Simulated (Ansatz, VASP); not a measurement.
# One calculation of TiAl, two programs

The input POSCAR:

```
TiAl
1.0
    3.1790640000      0.0596074500      0.0000000000
    0.0596074500      3.1790640000      0.0000000000
    0.0000000000      0.0000000000      3.1790640000
Ti Al
1 1
Direct
    0.0000000000      0.0000000000      0.0000000000
    0.5000000000      0.5000000000      0.5000000000
```

INCAR.step1

```
SYSTEM = TiAl
PREC = Accurate ; ENCUT = 520
ISMEAR = 0 ; SIGMA = 0.15
LREAL = .False. ; LASPH = .True.
NELM = 80 ; NBANDS = 14
GGA = PE ; ALGO = Normal
EDIFF = 1E-4 ; LWAVE = .True.
LCHARG = .False.
```

Contents of INCAR.step2:

```
SYSTEM = TiAl
PREC = Accurate ; ENCUT = 520
EDIFF = 1E-6 ; ISMEAR = 0
SIGMA = 0.15 ; LREAL = .False.
LASPH = .True. ; NELM = 80
ALGO = Normal ; ISIF = 2
LWAVE = .False. ; LCHARG = .False.
METAGGA = R2SCAN ; LMIXTAU = .True.
NBANDS = 14 ; ISTART = 1
```

File KPOINTS:

```
Automatic mesh
0
Gamma
  16 16 16
  0 0 0
```

Input for Ansatz:

```yaml
crystal:
  lattice:
    - [3.179064, 0.05960745, 0.0]
    - [0.05960745, 3.179064, 0.0]
    - [0.0, 0.0, 3.179064]
  atoms:
    - { symbol: Ti, position: [0.0, 0.0, 0.0] }
    - { symbol: Al, position: [0.5, 0.5, 0.5] }
basis:
  ecutwfc: 500
kpoints:
  mp_grid: { grid: [16, 16, 16] }
hamiltonian:
  xc: r2scan
scf:
  occupations: { method: gaussian, width: 0.15 }
output:
  forces: true
  stress: true
  eigenvalues: true
  write_density: true
  write_potential: true
  elf: true
  volumetric_format: npy
```

Change from the starting cell: strain +0.0375 x Voigt [0, 0, 0, 0, 0, 1], atoms carried along.

Alike in both runs: task single point; functional r2SCAN; k mesh 16 × 16 × 16; occupations gaussian, width 0.15 eV; no spin polarisation.

|  | VASP | Ansatz |
| --- | --- | --- |
| version | VASP 6.6.1 | Ansatz 0.2.0 |
| potentials or method | VASP PAW PBE potentials, release 64 (Ti_sv, Al), cutoff 520 eV | scalar-relativistic, plane waves, PAW |
| valence electrons in the cell | 15 | 15 |

Ansatz gave:

```
gap on the k mesh at the Fermi level (eV)                     : none
pressure (GPa)                                                : -0.6
traceless stress, the component that is largest in VASP (GPa) : -2.94
```

Task: Which values does VASP return?

Result: gap on the k mesh at the Fermi level (eV): none; pressure (GPa): -0.5; traceless stress, the component that is largest in VASP (GPa): -2.92.

VASP's potentials were made for PBE, not for r2SCAN. A gap of «none» marks a metal or a gap that the smearing closes. With one functional, cell and mesh, what is left measures potentials, basis and numerics.
